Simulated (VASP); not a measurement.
CaO (d3), 2 atoms in the cell. It takes space group Fm-3m (No. 225, cubic). Conventional cell: a = 4.907 Å, b = 4.907 Å, c = 4.907 Å, α = 90.00°, β = 90.00°, γ = 90.00°. Within 3.2 Å of Ca (site symmetry m-3m) lie 6 O at 2.45 Å. Within 3.2 Å of O (site symmetry m-3m) lie 6 Ca at 2.45 Å. 

```yaml
Program: VASP 6.6.1
Task: relaxation of cell and atoms
Functional: PBE
Dispersion: D3(BJ)
Potentials_or_basis: VASP PAW PBE potentials, release 64 (Ca_sv, O)
Cutoff: 600 eV
k_mesh: 8 × 8 × 8
Occupations: gaussian, width 0.02 eV
Spin: no spin polarisation
Dipole_correction: no
Further_INCAR_settings: ALGO = Normal; EDIFF = 1e-07; IBRION = 2; EDIFFG = -0.002; NSW = 100; ISIF = 3
```

Potentials or basis: VASP PAW PBE potentials, release 64 (Ca_sv, O).

The run is started by

```console
$ cat potpaw_PBE.64/Ca_sv/POTCAR potpaw_PBE.64/O/POTCAR > POTCAR
$ mpirun -np 1 vasp_std > vasp.out
```

Hardware: 1 thread of AMD EPYC 7R43 64-Core Processor (Zen 3) (shared host).

Problem. Estimate the wall time of this run.

Solution. Wall time 58 s on 1 thread of AMD EPYC 7R43 64-Core Processor (Zen 3) (shared host), peak memory 0.14 GiB. Counts: scf iterations 37, k points 29, ion steps 3.
